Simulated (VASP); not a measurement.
Input of a VASP 6.6.1 run:

Contents of INCAR:

```
ALGO = Normal
EDIFF = 1E-7
ENCUT = 520
GGA = PE
ISIF = 2
ISMEAR = 0
LASPH = T
LCHARG = F
LREAL = F
LWAVE = F
NBANDS = 46
NELM = 100
PREC = Accurate
SIGMA = 0.1
```

Contents of KPOINTS:

```
k-points
0
Gamma
  6 6 1
```

Contents of POSCAR:

```
Mg2CdSe3
1.0
    4.3008487892      0.0000000000      0.0000000000
   -2.1504243946      3.7246443093      0.0000000000
    0.0000000000      0.0000000000     20.8766186000
Mg Cd Se
4 2 6
Direct
    0.6666666667      0.3333333333      0.1673960000
    0.6666666667      0.3333333333      0.8302600000
    0.3333333333      0.6666666667      0.3302600000
    0.3333333333      0.6666666667      0.6673960000
    0.6666666667      0.3333333333      0.5009150000
    0.3333333333      0.6666666667      0.0009150000
    0.6666666667      0.3333333333      0.2919490000
    0.6666666667      0.3333333333      0.6293910000
    0.6666666667      0.3333333333      0.9550900000
    0.3333333333      0.6666666667      0.1293910000
    0.3333333333      0.6666666667      0.4550900000
    0.3333333333      0.6666666667      0.7919490000
```

Potentials or basis: VASP PAW PBE potentials, release 64 (Mg, Cd, Se).

Command:

```sh
$ cat potpaw_PBE.64/Mg/POTCAR potpaw_PBE.64/Cd/POTCAR potpaw_PBE.64/Se/POTCAR > POTCAR
$ mpirun -np 1 vasp_std > vasp.out
```

Task: What does it give for the largest force?

Result: 0.036 eV/Å.

Task: Estimate the pressure.

Result: 0.1 GPa.

Task: Estimate the band gap on the k mesh.

Result: 1.54 eV, direct.

Forces in eV/Å, atoms in the order of the input:
```
Mg   0.000  0.000  0.002
Mg   0.000  0.000  0.003
Mg   0.000  0.000  0.003
Mg   0.000  0.000  0.002
Cd   0.000  0.000  0.002
Cd   0.000  0.000  0.002
Se   0.000  0.000 -0.001
Se   0.000  0.000  0.030
Se   0.000  0.000 -0.036
Se   0.000  0.000  0.030
Se   0.000  0.000 -0.036
Se   0.000  0.000 -0.001
```

PBE gaps usually lie below the measured ones, often by a third to a half.
